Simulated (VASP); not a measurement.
Runs of VASP 6.6.1 on Ta2AsN. The structure is that of space group P-6m2 (No. 187), or close to it. The cells are those of the table. 

```csv
task,cell,cutoff (eV),smearing,gap on the mesh (eV),pressure (GPa),relaxed volume (Å³/atom),largest force (eV/Å)
relaxation of cell and atoms,"relaxed from a = 3.101, b = 3.101, c = 6.700 Å, angles 90.0, 90.0, 120.0°, 4 atoms",600,gaussian 0.1 eV,none,0.0,(a),-
single point,"a = 3.099, b = 3.099, c = 6.708 Å, angles 90.0, 90.0, 120.0°, 4 atoms",520,fermi-dirac 0.15 eV,none,0.5,-,0.02
relaxation of cell and atoms,"relaxed from a = 3.099, b = 3.099, c = 6.704 Å, angles 90.0, 90.0, 120.0°, 4 atoms",600,fermi-dirac 0.15 eV,none,0.0,13.98,-
single point,"a = 3.099, b = 3.099, c = 6.704 Å, angles 90.0, 90.0, 120.0°, 4 atoms",520,gaussian 0.1 eV,none,0.5,-,0.02
```

Alike in all rows: level PBE; potentials or basis VASP PAW PBE potentials, release 64 (Ta_pv, As, N); no spin polarisation; k mesh 15 × 15 × 6.

**Question.** Fill in the values left out.

**Answer.** (a) 13.97.

Caveats: spin-orbit coupling is left out, which moves the levels of the heavy elements.

A k mesh can miss the band edges, and the runs leave out spin-orbit coupling on As, Ta.

A gap of «none» marks levels without a gap at the run's occupations.
